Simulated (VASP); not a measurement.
**LiCl: single point with PBEsol**

The system is LiCl.

```
Li Cl
1.0
     3.61089    0.00000    0.00000
    -1.80545    3.12712    0.00000
     0.00000    0.00000    6.86573
Li Cl
2 2
Direct
  0.66667 0.33333 0.87602
  0.33333 0.66667 0.37602
  0.66667 0.33333 0.49898
  0.33333 0.66667 0.99898
```

This cell differs from its parent crystal: strain -0.080 along x and y, +0.080 along z.

```yaml
Program: VASP 6.6.1
Task: single point
Functional: PBEsol
Potentials_or_basis: VASP PAW PBE potentials, release 64 (Li_sv, Cl)
Cutoff: 520 eV
k_mesh: 9 × 9 × 4
Occupations: gaussian, width 0.05 eV
Spin: no spin polarisation
```

```
Largest force          : 0.348 eV/Å
Band gap on the k mesh : 5.62 eV
```

Forces in eV/Å, atoms in the order of the input:
```
Li   0.000  0.000 -0.348
Li   0.000  0.000 -0.348
Cl   0.000  0.000  0.348
Cl   0.000  0.000  0.348
```

Levels at points of the mesh, in eV from the valence-band top:
```tsv
k point	band 8	band 9	band 10	band 11	band 12	band 13
(0.00, 0.00, 0.00)	-0.17	0.00	0.00	5.62	8.38	9.23
(0.00, 0.00, 0.50)	-0.09	-0.09	-0.09	7.19	7.19	9.42
```

Wall time 90 s on 1 thread of Intel Xeon 8259CL, on a shared host, peak memory 0.2 GiB.

Caveat: the cell differs from its parent crystal (strain -0.080 along x and y, +0.080 along z); the PAW data sets were made with another functional, which shifts forces and pressure a little; an odd mesh through Γ misses points on the zone boundary, where band edges can lie.
